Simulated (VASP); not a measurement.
## Cr: single point with PBE

The system is Cr.

```
Cr
1.0
     0.00000    1.83558    1.83558
     1.83558    0.00000    1.83558
     1.83558    1.83558    0.00000
Cr
1
Direct
  0.00000 0.00000 0.00000
```

This isn't the form of Cr at room conditions, which is bcc.

| Item | Value |
| --- | --- |
| Program | VASP 6.6.1 |
| Task | single point |
| Functional | PBE |
| Potentials or basis | VASP PAW PBE potentials, release 64 (Cr_pv) |
| Cutoff | 500 eV |
| k mesh | 26 × 26 × 26 |
| Occupations | fermi-dirac, width 0.0612256 eV |
| Spin | no spin polarisation |

```yaml
Pressure: -9.2 GPa
Band_gap_on_the_k_mesh: zero (bands 6 and 7 overlap by 2.76 eV)
```

Levels at points of the mesh, in eV from the Fermi level:
```
           k point  band 2  band 3  band 4  band 5  band 6  band 7  band 8  band 9  band 10  band 11
(0.00, 0.00, 0.00)  -42.44  -42.44   -7.36   -0.40   -0.40   -0.40    1.26    1.26     7.48    19.54
(0.50, 0.00, 0.00)  -42.54  -42.54   -3.74   -0.51   -0.51    0.75    2.39    2.39     7.46     8.90
(0.50, 0.50, 0.00)  -42.70  -42.70   -3.89   -3.08    2.36    2.68    2.68    3.52     7.47    11.85
```

Wall time 25 s on 1 thread of Intel(R) Xeon(R) 6975P-C (Granite Rapids) (shared host), peak memory 0.18 GiB.

Caveat: the cell stands under tension; the run has no spin polarisation, though such a crystal can be magnetic. Spin polarisation is off, so any magnetic state and its effect on volume and gap are missing.
